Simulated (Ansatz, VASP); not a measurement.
One calculation of AlCu, two programs

```
Al Cu
1.0
     2.99751    0.00000    0.00000
     0.00000    2.99751    0.00000
     0.00000    0.00000    2.99751
Al Cu
1 1
Direct
  0.00000 0.00000 0.00000
  0.50000 0.50000 0.60425
```

Change from the starting cell: all Cu atoms moved +0.312 Å, as atom 2 along Cartesian [0 0 1].

Alike in both runs: task single point; functional LDA; k mesh 16 × 16 × 16; occupations gaussian, width 0.15 eV; no spin polarisation.

|  | VASP | Ansatz |
| --- | --- | --- |
| version | VASP 6.6.1 | Ansatz 0.2.0 |
| potentials or method | VASP PAW LDA potentials, release 64 (Al, Cu), cutoff 520 eV | scalar-relativistic, plane waves, PAW |
| valence electrons in the cell | 14 | 22 |

```tsv
	VASP	Ansatz	Ansatz less VASP
gap on the k mesh at the Fermi level (eV)	none	none	-
pressure (GPa)	-3.8	-4.4	-0.60
traceless stress, the component that is largest in VASP (GPa)	-1.90	-1.85	+0.046
rms of the force components (eV/Å)	0.594	0.586	-0.0082
```

LDA's correlation is that of Perdew and Zunger in VASP and of Perdew and Wang (1992) in Ansatz. Atom by atom the forces differ by 0.008 eV/Å (rms over components). A gap of «none» marks a metal or a gap that the smearing closes. VASP's potentials hold 14 valence electrons a cell and Ansatz's 22, so a difference there can come from the potentials and not from the codes.
